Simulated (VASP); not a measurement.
Wanted: the native input for a VASP 6.6.1 run.

| Property | Result |
| --- | --- |
| Task | single point |
| Functional | PBE |
| Dispersion | D3(BJ) |
| Potentials or basis | VASP PAW PBE potentials, release 64 (Ga_d, Sb) |
| Cutoff | 520 eV |
| k mesh | 10 × 10 × 10 |
| Occupations | gaussian, width 0.15 eV |
| Spin | no spin polarisation |
| Dipole correction | no |
| Further INCAR settings | ALGO = Normal; EDIFF = 1e-06; NBANDS = 22 |

The structure of GaSb3 lies in POSCAR:

```
GaSb3
1.0
    0.0000000000      3.6481278280      3.6481278280
    3.6481278280      0.0000000000      3.6481278280
    3.6481278280      3.6481278280      0.0000000000
Ga Sb
1 3
Direct
    0.0000000000      0.0000000000      0.0000000000
    0.2500000000      0.2500000000      0.2500000000
    0.7500000000      0.7500000000      0.7500000000
    0.5000000000      0.5000000000      0.5000000000
```

These files were run (other wordings do the same):

INCAR

```
SYSTEM = GaSb3
PREC     = Accurate       ! precision mode
ENCUT    = 520            ! plane-wave cutoff, eV
EDIFF    = 1E-6           ! SCF threshold, eV
ISMEAR   = 0              ! smearing method
SIGMA    = 0.15           ! smearing width, eV
LREAL    = .FALSE.        ! projectors in reciprocal space
LASPH    = .TRUE.         ! aspherical terms in the spheres
NELM     = 100            ! most SCF steps
ALGO     = Normal         ! electronic algorithm
ISIF     = 2              ! what is computed and relaxed
LWAVE    = .FALSE.        ! write WAVECAR
LCHARG   = .FALSE.        ! write CHGCAR
GGA      = PE             ! functional
IVDW     = 12             ! dispersion correction
NBANDS   = 22             ! bands
```

KPOINTS

```
Automatic mesh
0
G
  10 10 10
  0 0 0
```

Potentials or basis: VASP PAW PBE potentials, release 64 (Ga_d, Sb).

Launch:

```sh
$ cat potpaw_PBE.64/Ga_d/POTCAR potpaw_PBE.64/Sb/POTCAR > POTCAR
$ mpirun -np 1 vasp_std > vasp.out
```

It gave:

```json
{
 "Pressure": "-0.1 GPa",
 "Band gap on the k mesh": "zero (band 14 reaches 9.72 eV, above the bottom of band 15 at 5.70 eV)",
 "Dispersion energy per atom": "-0.479 eV"
}
```

Caveat: spin-orbit coupling is left out, which moves the levels of the heavy elements; pairwise dispersion overbinds metals, which lowers pressure and volume.

Wall time 43 s on 1 thread of Intel(R) Xeon(R) 6975P-C (Granite Rapids), on a shared host, peak memory 0.3 GiB.
